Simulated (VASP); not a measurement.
A run of VASP 6.6.1 is set up as follows.

File INCAR:

```
SYSTEM = Ta4H
  PREC = Accurate
  ENCUT = 520
  EDIFF = 1E-6
  ISMEAR = 0
  SIGMA = 0.1
  LREAL = .False.
  LASPH = .True.
  NELM = 80
  ALGO = Normal
  ISIF = 2
  LWAVE = .False.
  LCHARG = .False.
  GGA = PE
  NBANDS = 30
```

KPOINTS

```
Automatic mesh
0
Gamma
  12 12 4
  0 0 0
```

The input POSCAR:

```
Ta4H
1.0
    2.9186129642      0.0000000000      0.0000000000
   -1.4593064821      2.5275929708      0.0000000000
    0.0000000000      0.0000000000     10.3989004848
Ta H
4 1
Direct
    0.3333333333      0.6666666667      0.8704080547
    0.3333333333      0.6666666667      0.3760068171
    0.6666666667      0.3333333333      0.1295919453
    0.6666666667      0.3333333333      0.6239931829
    0.0000000000      0.0000000000      0.0000000000
```

Potentials or basis: VASP PAW PBE potentials, release 64 (Ta_pv, H).

Run with:

```console
$ cat potpaw_PBE.64/Ta_pv/POTCAR potpaw_PBE.64/H/POTCAR > POTCAR
$ mpirun -np 1 vasp_std > vasp.out
```

(1) What does it give for the largest force?

(2) Predict the band gap on the k mesh.

## Answers

(1) 0.007 eV/Å.

(2) zero (an odd number of electrons rules out a gap without spin polarisation).

Caveat: spin-orbit coupling is left out, which moves the levels of the heavy elements.
